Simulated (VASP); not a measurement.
MgO, 2 atoms in the cell. The structure is cubic, space group Fm-3m (No. 225). Conventional cell: a = 4.275 Å, b = 4.275 Å, c = 4.275 Å, α = 90.00°, β = 90.00°, γ = 90.00°. Mg (site symmetry m-3m) has 6 O at 2.14 Å within 2.8 Å. Within 2.8 Å of O (site symmetry m-3m) lie 6 Mg at 2.14 Å. 

* Program: VASP 6.6.1
* Task: single point
* Functional: r2SCAN
* Potentials or basis: VASP PAW PBE potentials, release 64 (Mg, O)
* Cutoff: 520 eV
* k mesh: 9 × 9 × 9
* Occupations: fermi-dirac, width 0.02 eV
* Spin: no spin polarisation
* Dipole correction: no
* Further INCAR settings: ALGO = Normal; EDIFF = 1e-06; NBANDS = 11

Potentials or basis: VASP PAW PBE potentials, release 64 (Mg, O).

Command:

```bash
$ cat potpaw_PBE.64/Mg/POTCAR potpaw_PBE.64/O/POTCAR > POTCAR
$ cp INCAR.step1 INCAR
$ mpirun -np 1 vasp_std > vasp.out
$ cp INCAR.step2 INCAR
$ mpirun -np 1 vasp_std > vasp.out
```

Hardware: 1 thread of Intel(R) Xeon(R) 6975P-C (Granite Rapids) (shared host).

Problem. How long does it take, and how much memory?

Solution. Run time: 12 s on 1 thread of Intel(R) Xeon(R) 6975P-C (Granite Rapids) (shared host), peak memory 0.14 GiB. Counts: k points 35.
